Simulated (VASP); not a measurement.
A run of VASP 6.6.1:

The input INCAR:

```
PREC     = Accurate       # precision mode
ENCUT    = 520            # plane-wave cutoff, eV
EDIFF    = 1E-6           # SCF threshold, eV
ISMEAR   = -1             # smearing method
SIGMA    = 0.05           # smearing width, eV
LREAL    = F              # projectors in reciprocal space
LASPH    = T              # aspherical terms in the spheres
NELM     = 80             # most SCF steps
ALGO     = Normal         # electronic algorithm
ISIF     = 2              # what is computed and relaxed
LWAVE    = F              # write WAVECAR
LCHARG   = T              # write CHGCAR
GGA      = PE             # functional
LELF     = T              # ELF
LVHAR    = T            
NBANDS   = 13             # bands
```

The input KPOINTS:

```
Automatic mesh
0
Gamma
  10 10 8
```

File POSCAR:

```
O
1.0
    2.5556580562     -1.4899917368      0.0000000000
    2.5556580562      1.4899917368      0.0000000000
   -2.1461370282      0.0000000000      3.2687815997
O
2
Direct
    0.0254538300      0.0254538300      0.1555740200
    0.9745461700      0.9745461700      0.8444259800
```

Potentials or basis: VASP PAW PBE potentials, release 64 (O).

The run is started by

```console
$ cat potpaw_PBE.64/O/POTCAR > POTCAR
$ mpirun -np 1 vasp_std > vasp.out
```

Hardware: 1 thread of Intel Xeon 8259CL, on a shared host.

Problem. Estimate the wall time of this run.

Solution. Wall time 54 s on 1 thread of Intel Xeon 8259CL, on a shared host, peak memory 0.18 GiB. Counts: scf iterations 12, k points 227.
